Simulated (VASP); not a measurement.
# Si2Mo: relaxation of shape and atoms at fixed volume with r2SCAN

Crystal: Si2Mo.

```
Si Mo
1.0
    -1.60049    1.60049    3.90453
     1.60049   -1.60049    3.90453
     1.60049    1.60049   -3.90453
Si Mo
2 1
Direct
  0.33550 0.33550 0.00000
  0.66450 0.66450 0.00000
  0.00000 0.00000 0.00000
```

```
Program                : VASP 6.6.1
Task                   : relaxation of shape and atoms at fixed volume
Functional             : r2SCAN
Potentials or basis    : VASP PAW PBE potentials, release 64 (Si, Mo_sv)
Cutoff                 : 550 eV
k mesh                 : 10 × 10 × 10
Occupations            : gaussian, width 0.05 eV
Spin                   : no spin polarisation
Dipole correction      : no
Further INCAR settings : ALGO = Normal; EDIFF = 1e-07; IBRION = 2; EDIFFG = -0.01; NSW = 60; ISIF = 4
```

```json
{"Energy gained by relaxing": "0.0 meV/atom", "Ionic steps": "2", "Pressure after relaxing": "0.8 GPa", "Band gap on the k mesh": "zero (bands 11 and 12 overlap by 1.01 eV)"}
```

Stress tensor (GPa, compression positive):
```
0.85 0.00 0.00
0.00 0.85 0.00
0.00 0.00 0.69
```

Final structure:
```
Si Mo
1.0
    -1.60003    1.60003    3.90678
     1.60003   -1.60003    3.90678
     1.60003    1.60003   -3.90678
Si Mo
2 1
Cartesian
  1.6000 1.6000 -1.2860
  0.0000 0.0000 5.1928
  0.0000 0.0000 7.8136
```

Levels at points of the mesh, in eV from the Fermi level:
```tsv
k point	band 7	band 8	band 9	band 10	band 11	band 12	band 13	band 14	band 15
(0.00, 0.00, 0.00)	-3.36	-3.02	-2.71	-2.71	0.45	3.51	3.59	3.77	3.77
(0.50, 0.00, 0.00)	-5.12	-4.73	-2.69	-2.57	-0.45	2.64	3.38	4.58	4.59
(0.50, 0.50, 0.00)	-5.93	-5.26	-4.62	-3.15	-1.30	2.71	3.13	3.56	3.72
(0.50, 0.50, 0.50)	-3.55	-2.16	-0.51	-0.51	-0.46	-0.46	0.60	5.27	5.92
```

It took 8.6 min on 1 thread of Oxide Virtual Turin-like Processor, with other jobs on the host, peak memory 0.23 GiB.

Caveat: the PAW data sets were made with another functional, which shifts forces and pressure a little.
